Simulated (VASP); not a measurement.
Here is a VASP 6.6.1 calculation.

The input INCAR:

```
PREC = Accurate
ENCUT = 520
EDIFF = 1E-6
ISMEAR = -1
SIGMA = 0.08
LREAL = False
LASPH = True
NELM = 60
ALGO = Normal
ISIF = 2
LWAVE = False
LCHARG = True
GGA = PE
LELF = True
LVHAR = True
NBANDS = 13
```

KPOINTS

```
regular mesh
0
Gamma
  18 18 16
```

The input POSCAR:

```
Mo
1.0
    2.6262234427      0.0000000000      0.0000000000
   -1.3131117213      2.2743762174      0.0000000000
    0.0000000000      0.0000000000      2.3904776295
Mo
1
Direct
    0.0000000000      0.0000000000      0.0000000000
```

Potentials or basis: VASP PAW PBE potentials, release 64 (Mo_sv).

Run with:

```sh
$ cat potpaw_PBE.64/Mo_sv/POTCAR > POTCAR
$ mpirun -np 1 vasp_std > vasp.out
```

Question: Predict the band gap on the k mesh.

Answer: Zero (band 7 reaches 15.36 eV, above the bottom of band 8 at 12.70 eV).

Question: Predict the pressure.

Answer: 48.1 GPa.

Stress tensor (GPa, compression positive):
```
47.84  0.00  0.00
 0.00 47.84  0.00
 0.00  0.00 48.65
```
